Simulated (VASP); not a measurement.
GaN: single point with PBE

The system is GaN.

```xyz
2
Lattice="0.0000 2.1845 2.1845 2.1845 0.0000 2.1845 2.1845 2.1845 0.0000" Properties=species:S:1:pos:R:3 pbc="T T T"
Ga    0.0000    0.0000    0.0000
N     1.0922    1.0922    1.0922
```

```
Program             : VASP 6.6.1
Task                : single point
Functional          : PBE
Potentials or basis : VASP PAW PBE potentials, release 64 (Ga_d, N)
Cutoff              : 600 eV
k mesh              : 2 × 2 × 2
Occupations         : gaussian, width 0.01 eV
Spin                : no spin polarisation
```

| Quantity | Value |
| --- | --- |
| Pressure | 31.2 GPa |
| Band gap on the k mesh | 2.10 eV, direct |

Levels at points of the mesh, in eV from the valence-band top:
```csv
k point,band 7,band 8,band 9,band 10,band 11,band 12
"(0.00, 0.00, 0.00)",0.00,0.00,0.00,2.10,10.33,10.33
"(0.50, 0.00, 0.00)",-8.02,-1.15,-1.15,4.92,9.06,10.30
"(0.50, 0.50, 0.00)",-6.85,-3.20,-3.20,2.89,6.74,12.35
```

It used 5.9 s of CPU time on 1 thread of AMD EPYC 7R13 Processor (Zen 3), with other jobs on the host.

Caveat: the k points lie up to 1.25 Å⁻¹ apart.
